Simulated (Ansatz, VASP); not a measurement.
## InGa2N3: VASP beside Ansatz

```xyz
12
Lattice="5.0105 -2.8902 0.0000 5.0105 2.8902 0.0000 0.0000 0.0000 5.3981" Properties=species:S:1:pos:R:3 pbc="T T T"
In    5.0105    1.0094    2.6439
In    5.0105   -1.0094    5.3430
Ga    1.7077    0.9445    2.6590
Ga    8.3132    0.9445    2.6590
Ga    8.3132   -0.9445    5.3581
Ga    1.7077   -0.9445    5.3581
N     1.8043    0.8882    4.6371
N     8.2166    0.8882    4.6371
N     8.2166   -0.8882    1.9380
N     1.8043   -0.8882    1.9380
N     5.0105    1.1112    4.8312
N     5.0105   -1.1112    2.1321
```

Alike in both runs: task single point; functional PBE; k mesh 6 × 6 × 6; occupations gaussian, width 0.02 eV; no spin polarisation.

```csv
,VASP,Ansatz
version,VASP 6.6.1,Ansatz 0.2.0
potentials or method,"VASP PAW PBE potentials, release 64 (In_d, Ga_d, N), cutoff 520 eV","scalar-relativistic, plane waves, PAW"
valence electrons in the cell,108,108
```

```csv
,VASP,Ansatz,Ansatz less VASP
gap on the k mesh at the Fermi level (eV),0.88,0.87,-0.001
least direct gap on the mesh (eV),0.88,0.87,-0.001
pressure (GPa),0.1,0.0,-0.14
rms of the force components (eV/Å),0.003,0.002,-0.0015
```

Atom by atom the forces differ by 0.005 eV/Å (rms over components). The functional is the same, so the differences come from potentials, cutoffs and numerics.
